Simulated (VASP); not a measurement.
NbAs:

```xyz
4
Lattice="-1.7259 1.7259 5.8400 1.7259 -1.7259 5.8400 1.7259 1.7259 -5.8400" Properties=species:S:1:pos:R:3 pbc="T T T"
Nb    0.0000    1.7259    0.0000
Nb    0.0000    0.0000    8.7600
As    0.0000    1.7259    4.8589
As    0.0000    0.0000    1.9389
```

```yaml
Program: VASP 6.6.1
Task: relaxation of cell and atoms
Functional: PBEsol
Dispersion: D4
Potentials_or_basis: VASP PAW PBE potentials, release 64 (Nb_sv, As)
Cutoff: 600 eV
k_mesh: 11 × 11 × 11
Occupations: fermi-dirac, width 0.05 eV
Spin: no spin polarisation
```

At the start: pressure -4.4 GPa; volume 17.39 Å³/atom.

**Question.** Where does the relaxation end?

**Answer.** Over 10 steps the energy falls by 8.4 meV/atom and the volume is 16.94 Å³/atom (-2.6 %); space group I4_1md (No. 109, to 0.1 Å) before and after.

The path:
| step | energy change (eV) | largest force (eV/Å) | pressure (GPa) | volume (Å³) |
| --- | --- | --- | --- | --- |
| 1 | 0.0000 | 0.2899 | -4.38 | 69.58 |
| 2 | 0.0506 | 0.0288 | 9.12 | 64.90 |
| 3 | -0.0291 | 0.1862 | 0.26 | 67.76 |
| 4 | -0.0291 | 0.1840 | 0.35 | 67.73 |
| 5 | -0.0327 | 0.0012 | 0.04 | 67.82 |
| 6 | -0.0327 | 0.0171 | 0.00 | 67.83 |
| 7 | -0.0336 | 0.0011 | -0.17 | 67.84 |
| 8 | -0.0336 | 0.0032 | -0.19 | 67.85 |
| 9 | -0.0335 | 0.0036 | 0.29 | 67.66 |
| 10 | -0.0336 | 0.0031 | -0.01 | 67.77 |

Final structure:
```
Nb As
1.0
    -1.71470    1.71470    5.76246
     1.71470   -1.71470    5.76246
     1.71470    1.71470   -5.76246
Nb As
2 2
Direct
  0.49863 0.99863 0.50000
  0.74863 0.74863 0.00000
  0.91737 0.41737 0.50000
  0.16737 0.16737 0.00000
```

Caveat: the PAW data sets were made with another functional, which shifts forces and pressure a little.
